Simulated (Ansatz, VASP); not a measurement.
Two plane-wave programs on InSe

Contents of INCAR:

```
ALGO = Normal
EDIFF = 1E-6
ENCUT = 520
GGA = PS
ISIF = 2
ISMEAR = 0
LASPH = True
LCHARG = False
LREAL = False
LWAVE = False
NBANDS = 27
NELM = 60
PREC = Accurate
SIGMA = 0.01
```

Contents of KPOINTS:

```
k-points
0
Gamma
  6 6 6
```

Contents of POSCAR:

```
InSe
1.0
    2.0165296752      1.1642444163      8.5097552294
   -2.0165296752      1.1642444163      8.5097552294
    0.0000000000     -2.3284878242      8.5097552294
In Se
2 2
Direct
    0.0000000000      0.0000000000      0.0000000000
    0.1114000000      0.1114000000      0.1114000000
    0.6165000000      0.6165000000      0.6165000000
    0.8281000000      0.8281000000      0.8281000000
```

Input for Ansatz:

```yaml
crystal:
  lattice:
    - [2.0165296752181043, 1.16424441625201, 8.5097552294204]
    - [-2.0165296752181043, 1.16424441625201, 8.5097552294204]
    - [0.0, -2.3284878242391827, 8.5097552294204]
  atoms:
    - { symbol: In, position: [0.0, 0.0, 0.0] }
    - { symbol: In, position: [0.1114, 0.1114, 0.1114] }
    - { symbol: Se, position: [0.6165, 0.6165, 0.6165] }
    - { symbol: Se, position: [0.8281, 0.8281, 0.8281] }
basis:
  ecutwfc: 550.0
kpoints:
  mp_grid:
    grid: [6, 6, 6]
hamiltonian:
  xc: pbesol
  pseudopotentials:
    kind: paw
scf:
  occupations:
    method: fixed
output:
  stress: true
```

Alike in both runs: task single point; functional PBEsol; k mesh 6 × 6 × 6; no spin polarisation.

|  | VASP | Ansatz |
| --- | --- | --- |
| version | VASP 6.6.1 | Ansatz 0.2.0 |
| potentials or method | VASP PAW PBE potentials, release 64 (In_d, Se), cutoff 520 eV | plane waves, PAW |
| occupations | gaussian, width 0.01 eV | fixed |
| valence electrons in the cell | 38 | 58 |

Ansatz gave:

| Property | Result |
| --- | --- |
| pressure (GPa) | -1.0 |
| traceless stress, the component that is largest in VASP (GPa) | -0.58 |

Q: Which values does VASP return?

A: Pressure (GPa): -1.0; traceless stress, the component that is largest in VASP (GPa): -0.59.

VASP's potentials were made for PBE, not for PBEsol. VASP's potentials hold 38 valence electrons a cell and Ansatz's 58, so a difference there can come from the potentials and not from the codes.
